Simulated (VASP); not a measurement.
As, 2 atoms in the cell. Symmetry: R-3m, No. 166, trigonal system. Conventional cell: a = 3.686 Å, b = 3.686 Å, c = 10.542 Å, α = 90.00°, β = 90.00°, γ = 120.00°. Within 3.3 Å of As (site symmetry 3m) lie 6 As at 2.47 to 3.11 Å. 

| Property | Result |
| --- | --- |
| Program | VASP 6.6.1 |
| Task | single point |
| Functional | PBEsol |
| Potentials or basis | VASP PAW PBE potentials, release 64 (As) |
| Cutoff | 520 eV |
| k mesh | 7 × 7 × 7 |
| Occupations | fermi-dirac, width 0.05 eV |
| Spin | no spin polarisation |
| Dipole correction | no |
| Further INCAR settings | ALGO = Normal; EDIFF = 1e-06; NBANDS = 12 |

Potentials or basis: VASP PAW PBE potentials, release 64 (As).

Launch:

```console
$ cat potpaw_PBE.64/As/POTCAR > POTCAR
$ mpirun -np 1 vasp_std > vasp.out
```

Hardware: 1 thread of Intel(R) Xeon(R) Platinum 8488C (Sapphire Rapids), with other jobs on the host.

Question: Estimate the wall time of this run.

Answer: It took 9.5 s on 1 thread of Intel(R) Xeon(R) Platinum 8488C (Sapphire Rapids) (shared host), peak memory 0.17 GiB. Counts: scf iterations 10, k points 44.
